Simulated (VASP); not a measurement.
# Te (P3_121) in VASP: further runs

Runs on Te. Level: revPBE. Tasks: single point.

Everything below comes from runs of VASP 6.6.1. Logs are shortened: lines on timing, memory, paths and dates and some standing lists are left out, and cuts for length are marked.

## (1) The cell of the first run

Symmetry: P3_121, No. 152, trigonal system. Conventional cell: a = 4.810 Å, b = 4.810 Å, c = 5.974 Å, α = 90.00°, β = 90.00°, γ = 120.00°. Te (site symmetry 2) has 6 Te at 2.89 to 3.75 Å within 3.8 Å.

## (2) Single point, revPBE (39.90 Å³/atom)

INCAR

```
PREC = Accurate ; ENCUT = 520
EDIFF = 1E-6 ; ISMEAR = -1
SIGMA = 0.05 ; LREAL = F
LASPH = T ; NELM = 100
ALGO = Normal ; ISIF = 2
LWAVE = F ; LCHARG = F
GGA = RE ; NBANDS = 16
```

KPOINTS

```
regular mesh
0
Gamma
  7 7 5
```

POSCAR

```
Te
1.0
    4.8098723820      0.0000000000      0.0000000000
   -2.4049361910      4.1654716717      0.0000000000
    0.0000000000      0.0000000000      5.9743241758
Te
3
Direct
    0.2517707349      0.0000000000      0.3333333333
    0.0000000000      0.2517707349      0.6666666667
    0.7482292651      0.7482292651      0.0000000000
```

Potentials or basis: VASP PAW PBE potentials, release 64 (Te).

Command:

```sh
> cat potpaw_PBE.64/Te/POTCAR > POTCAR
> mpirun -np 1 vasp_std > vasp.out
```

OUTCAR:

```text
PREC = Accurate
   ENCUT = 520
   EDIFF = 1E-6
   ISMEAR = -1
   LREAL = F
   LASPH = T
   NELM = 100
   ISIF = 2
   GGA = RE

 ion  position               nearest neighbor table
   1  0.252  0.000  0.333-   3 2.89   2 2.89
   2  0.000  0.252  0.667-   3 2.89   1 2.89
   3  0.748  0.748  0.000-   2 2.89   1 2.89

  LATTYP: Found a hexagonal cell.
 ALAT       =     4.8098723820
 C/A-ratio  =     1.2420961933

  Lattice vectors:

 A1 = (   4.8098723820,   0.0000000000,   0.0000000000)
 A2 = (  -2.4049361910,   4.1654716717,   0.0000000000)
 A3 = (   0.0000000000,   0.0000000000,   5.9743241758)

Analysis of symmetry for initial positions (statically):
=====================================================================
 Subroutine PRICEL returns:
 Original cell was already a primitive cell.

 Routine SETGRP: Setting up the symmetry group for a
 hexagonal supercell.

 Subroutine GETGRP returns: Found  6 space group operations
 (whereof  2 operations were pure point group operations)
 out of a pool of 24 trial point group operations.

The static configuration has the point symmetry C_2 .
 The point group associated with its full space group is D_3 .

Analysis of symmetry for dynamics (positions and initial velocities):
=====================================================================
 Subroutine PRICEL returns:
 Original cell was already a primitive cell.

 Routine SETGRP: Setting up the symmetry group for a
 hexagonal supercell.

 Subroutine GETGRP returns: Found  6 space group operations
 (whereof  2 operations were pure point group operations)
 out of a pool of 24 trial point group operations.

The dynamic configuration has the point symmetry C_2 .
 The point group associated with its full space group is D_3 .

 Subroutine INISYM returns: Found  6 space group operations
 (whereof  2 operations are pure point group operations),
 and found     1 'primitive' translations

----------------------------------------------------------------------------------------

                                     Primitive cell

  volume of cell :     119.6979

  direct lattice vectors                    reciprocal lattice vectors
     4.809872382  0.000000000  0.000000000     0.207905724  0.120034426  0.000000000
    -2.404936191  4.165471672  0.000000000     0.000000000  0.240068851  0.000000000
     0.000000000  0.000000000  5.974324176     0.000000000  0.000000000  0.167382949

  length of vectors
     4.809872382  4.809872382  5.974324176     0.240068851  0.240068851  0.167382949

  position of ions in fractional coordinates (direct lattice)
     0.251770735  0.000000000  0.333333333
     0.000000000  0.251770735  0.666666667
     0.748229265  0.748229265  0.000000000

  ion indices of the primitive-cell ions
   primitive index   ion index
                 1           1
                 2           2
                 3           3

----------------------------------------------------------------------------------------

 KPOINTS: regular mesh

Automatic generation of k-mesh.
 Grid dimensions read from file:
 generate k-points for:    7    7    5

 Generating k-lattice:

  Cartesian coordinates                     Fractional coordinates (reciprocal lattice)
     0.029700818  0.017147775  0.000000000     0.142857143  0.000000000  0.000000000
     0.000000000  0.034295550  0.000000000     0.000000000  0.142857143  0.000000000
     0.000000000  0.000000000  0.033476590     0.000000000  0.000000000  0.200000000

  Length of vectors
     0.034295550  0.034295550  0.033476590

  Shift w.r.t. Gamma in fractional coordinates (k-lattice)
     0.000000000  0.000000000  0.000000000

 Subroutine IBZKPT returns following result:
 ===========================================

 Found     32 irreducible k-points:

 Following reciprocal coordinates:
            Coordinates               Weight
  0.000000  0.000000  0.000000      1.000000
  0.142857  0.000000  0.000000      6.000000
  0.285714  0.000000  0.000000      6.000000
  0.428571  0.000000  0.000000      6.000000
  0.142857  0.142857  0.000000      6.000000
  0.285714  0.142857  0.000000     12.000000
[... 16 lines left out ...]
  0.000000  0.142857  0.400000      6.000000
  0.285714  0.000000  0.400000      6.000000
 [... further k-points ...]
   k-points           NKPTS =     32   k-points in BZ     NKDIM =     32   number of bands    NBANDS=     16
   number of dos      NEDOS =    301   number of ions     NIONS =      3
   total plane-waves  NPLWV =  62208
   dimension x,y,z NGX =    36 NGY =   36 NGZ =   48
   dimension x,y,z NGXF=    72 NGYF=   72 NGZF=   96
   ions per type =               3
   NGX,Y,Z   is equivalent  to a cutoff of  12.44, 12.44, 13.36 a.u.
   NGXF,Y,Z  is equivalent  to a cutoff of  24.89, 24.89, 26.71 a.u.
 SYSTEM =  unknown system
   PREC   = accura    normal or accurate (medium, high low for compatibility)
   ISTART =      0    job   : 0-new  1-cont  2-samecut
   ICHARG =      2    charge: 1-file 2-atom 10-const
   ISPIN  =      1    spin polarized calculation?
   LNONCOLLINEAR =      F non collinear calculations
   LSORBIT =      F    spin-orbit coupling
   LASPH  =      T    aspherical Exc in radial PAW
   ENCUT  =  520.0 eV  38.22 Ry    6.18 a.u.   8.94  8.94 11.11*2*pi/ulx,y,z
   NELM   =    100;   NELMIN=  2; NELMDL= -5     # of ELM steps
   EDIFF  = 0.1E-05   stopping-criterion for ELM
   LREAL  =      F    real-space projection
   EDIFFG = 0.1E-04   stopping-criterion for IOM
   NSW    =      0    number of steps for IOM
   IBRION =     -1    ionic relax: 0-MD 1-quasi-New 2-CG
   NFREE  =      0    steps in history (QN), initial steepest desc. (CG)
   ISIF   =      2    stress and relaxation
   ISYM   =      2    0-nonsym 1-usesym 2-fastsym
   POTIM  = 0.5000    time-step for ionic-motion
   TEBEG  =    0.0;   TEEND  =   0.0 temperature during run
   PSTRESS=    0.0 pullay stress
   NELECT =      18.0000    total number of electrons
   NUPDOWN=      -1.0000    fix difference up-down
   EMIN   =  10.00;   EMAX   =-10.00  energy-range for DOS
   EFERMI =   0.00;   METHOD = LEGACY
   ISMEAR =    -1;   SIGMA  =   0.05  broadening in eV -4-tet -1-fermi 0-gaus
   EFERMI_NEDOS =   21; number of points for ismear=-14 and -15
   IALGO  =     38    algorithm
   IMIX   =      4    mixing-type and parameters
     AMIX     =   0.40;   BMIX     =  1.00
     AMIX_MAG =   1.60;   BMIX_MAG =  1.00
  volume/ion in A,a.u.               =      39.90       269.25
  Fermi-wavevector in a.u.,A,eV,Ry     =   0.870570  1.645138 10.311739  0.757891
  Thomas-Fermi vector in A             =   1.989554
   LORBIT       =      0    0 simple, 1 ext, 2 COOP (PROOUT), +10 PAW based schemes
   GGA     = RE    functional components
   LHFCALC =     F    Hartree Fock is set to
   AEXX    =    0.0000 exact exchange contribution
   IVDW    =     0    specifies the selected vdW correction
   LEPSILON=     F    determine dielectric tensor
   LRPA    =     F    only Hartree local field effects (RPA)
 non-spin polarized calculation
  energy-cutoff  :      520.00
  volume of cell :      119.70
 maximum number of plane-waves:      3244
   NGX = 17   NGY = 17   NGZ = 23

 number of electron      18.0000000 magnetization

 Free energy of the ion-electron system (eV)
  ---------------------------------------------------
  ext. energy  EPLUGINS =         0.00000000
  ---------------------------------------------------
  free energy    TOTEN  =        -8.49308132 eV

  energy without entropy =       -8.49306295  energy(sigma->0) =       -8.49307213

 E-fermi :   4.4530     XC(G=0):  -8.2006

 val. band max:        4.0153885359   @ k =   0.0000   0.4286   0.4000
 cond. band min:       4.8379082236   @ k =   0.0000   0.0000   0.4000
 fundamental gap:      0.8225196877
 Fermi energy:         4.4529780923

 k-point     1 :       0.0000    0.0000    0.0000
  band No.  band energies     occupation
      1      -8.6177      2.00000
      2      -5.7591      2.00000
      3      -5.7591      2.00000
      4       1.3021      2.00000
      5       1.3630      2.00000
      6       1.3630      2.00000
[... 8 lines left out ...]
     15       9.6810      0.00000
     16      10.7589      0.00000

 k-point     2 :       0.1429    0.0000    0.0000
  band No.  band energies     occupation
      1      -8.5292      2.00000
      2      -5.8177      2.00000
      3      -5.7505      2.00000
      4       0.7366      2.00000
      5       1.0546      2.00000
      6       1.3716      2.00000
[... 8 lines left out ...]
     15      10.2604      0.00000
     16      10.7182      0.00000

 k-point     3 :       0.2857    0.0000    0.0000
  band No.  band energies     occupation
      1      -8.2982      2.00000
      2      -6.0025      2.00000
      3      -5.7286      2.00000
      4       0.2262      2.00000
      5       0.6550      2.00000
      6       1.1724      2.00000
[... 8 lines left out ...]
     15      10.8604      0.00000
     16      11.4858      0.00000

 k-point     4 :       0.4286    0.0000    0.0000
  band No.  band energies     occupation
      1      -8.0609      2.00000
      2      -6.2246      2.00000
      3      -5.7090      2.00000
      4       0.0997      2.00000
      5       0.4181      2.00000
      6       1.1520      2.00000
[... 8 lines left out ...]
     15      11.8987      0.00000
     16      12.4950      0.00000
[... 324 lines left out ...]
 k-point    22 :       0.1429    0.0000    0.4000
  band No.  band energies     occupation
      1      -8.0255      2.00000
      2      -7.4197      2.00000
      3      -4.4729      2.00000
      4       0.5611      2.00000
      5       1.3567      2.00000
      6       1.5968      2.00000
[... 8 lines left out ...]
     15      10.1739      0.00000
     16      10.6641      0.00000

 k-point    23 :       0.0000    0.1429    0.4000
  band No.  band energies     occupation
      1      -8.0225      2.00000
      2      -7.4253      2.00000
      3      -4.4630      2.00000
      4       0.5211      2.00000
      5       1.2258      2.00000
      6       1.5650      2.00000
[... 8 lines left out ...]
     15      10.2517      0.00000
     16      10.8041      0.00000

 k-point    24 :       0.2857    0.0000    0.4000
  band No.  band energies     occupation
      1      -7.8391      2.00000
      2      -7.2567      2.00000
      3      -4.8923      2.00000
      4       0.1621      2.00000
      5       0.9606      2.00000
      6       1.2304      2.00000
[... 8 lines left out ...]
     15      10.4257      0.00000
     16      10.9333      0.00000

 [... further k-points ...]
[... 5 lines left out ...]
  --------------------------------------------------------------------------------------
  -------------------------------------------------------------------------------------
  Total       -0.8411307     -0.8411307     -1.2774133     -0.0000000      0.0000000     -0.0000000
  in kB      -11.2586819    -11.2586819    -17.0984013     -0.0000000      0.0000000     -0.0000000
  external PRESSURE =     -13.2052551 kB  Pullay stress =       0.0000000 kB

 VOLUME and BASIS-vectors are now :
 -----------------------------------------------------------------------------
  energy-cutoff  :      520.00
  volume of cell :      119.70
      direct lattice vectors                 reciprocal lattice vectors
     4.809872382  0.000000000  0.000000000     0.207905724  0.120034426  0.000000000
    -2.404936191  4.165471672  0.000000000     0.000000000  0.240068851  0.000000000
     0.000000000  0.000000000  5.974324176     0.000000000  0.000000000  0.167382949

 POSITION                                       TOTAL-FORCE (eV/Angst)
 -----------------------------------------------------------------------------------
      1.21099      0.00000      1.99144        -0.248897      0.000000      0.000000
     -0.60549      1.04874      3.98288         0.124449     -0.215551      0.000000
      1.79944      3.11673      0.00000         0.124449      0.215551     -0.000000
 -----------------------------------------------------------------------------------
    total drift:                               -0.000000     -0.000000      0.000000

  FREE ENERGIE OF THE ION-ELECTRON SYSTEM (eV)
  ---------------------------------------------------
  free  energy   TOTEN  =        -8.4930813193 eV

  energy  without entropy=       -8.4930629487  energy(sigma->0) =       -8.49307213
```

It took 25 s on 1 thread of Intel Xeon Platinum 8488C (Sapphire Rapids), shared host; peak memory 0.24 GiB.

Results:

```
Free energy            : -8.4931 eV
Pressure               : -1.3 GPa
Largest force          : 0.249 eV/Å
Band gap on the k mesh : 0.82 eV (least direct gap 0.98 eV)
```

Forces in eV/Å, atoms in the order of the input:
```
Te  -0.249  0.000  0.000
Te   0.124 -0.216  0.000
Te   0.124  0.216  0.000
```

Stress tensor (GPa, compression positive):
```
-1.13  0.00  0.00
 0.00 -1.13  0.00
 0.00  0.00 -1.71
```

Levels at points of the mesh, in eV from the valence-band top:
| k point | band 6 | band 7 | band 8 | band 9 | band 10 | band 11 | band 12 | band 13 |
| --- | --- | --- | --- | --- | --- | --- | --- | --- |
| (0.00, 0.00, 0.00) | -2.65 | -1.29 | -1.29 | -0.38 | 1.20 | 1.20 | 1.62 | 5.45 |

Caveat: the PAW data sets were made with another functional, which shifts forces and pressure a little; spin-orbit coupling is left out, which moves the levels of the heavy elements. A k mesh can miss the band edges.

[end of part 1 of 2]
